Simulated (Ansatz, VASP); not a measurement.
Ta in VASP and in Ansatz

Contents of INCAR:

```
  ALGO = Fast
  EDIFF = 1E-6
  ENCUT = 520
  GGA = PS
  ISIF = 2
  ISMEAR = 0
  LASPH = T
  LCHARG = F
  LREAL = F
  LWAVE = F
  NBANDS = 12
  NELM = 100
  PREC = Accurate
  SIGMA = 0.15
```

File KPOINTS:

```
k-points
0
Gamma
  22 22 22
```

File POSCAR:

```
Ta
1.0
   -1.6180571639      1.6180571639      1.6180571639
    1.6180571639     -1.6180571639      1.6180571639
    1.6180571639      1.6180571639     -1.6180571639
Ta
1
Direct
    0.0000000000      0.0000000000      0.0000000000
```

Input for Ansatz:

```yaml
crystal:
  lattice:
    - [-1.6180571639, 1.6180571639, 1.6180571639]
    - [1.6180571639, -1.6180571639, 1.6180571639]
    - [1.6180571639, 1.6180571639, -1.6180571639]
  atoms:
    - { symbol: Ta, position: [0.0, 0.0, 0.0] }
basis:
  ecutwfc: 420
kpoints:
  mp_grid: { grid: [22, 22, 22] }
hamiltonian:
  xc: pbesol
  pseudopotentials: { kind: paw, azcp: { folder: soft_1 } }
scf:
  occupations: { method: gaussian, width: 0.15 }
output:
  forces: true
  stress: true
  eigenvalues: true
```

Alike in both runs: task single point; functional PBEsol; k mesh 22 × 22 × 22; occupations gaussian, width 0.15 eV; no spin polarisation.

|  | VASP | Ansatz |
| --- | --- | --- |
| version | VASP 6.6.1 | Ansatz 0.2.0 |
| potentials or method | VASP PAW PBE potentials, release 64 (Ta_pv), cutoff 520 eV | scalar-relativistic, plane waves, PAW |
| valence electrons in the cell | 11 | 13 |

|  | VASP | Ansatz | Ansatz less VASP |
| --- | --- | --- | --- |
| gap on the k mesh at the Fermi level (eV) | none | none | - |
| pressure (GPa) | 9.6 | 9.3 | -0.33 |

VASP's potentials were made for PBE, not for PBEsol, and Ansatz warns of the same on its side. A gap of «none» marks a metal or a gap that the smearing closes. VASP's potentials hold 11 valence electrons a cell and Ansatz's 13, so a difference there can come from the potentials and not from the codes.

Neither program's run includes spin-orbit coupling.
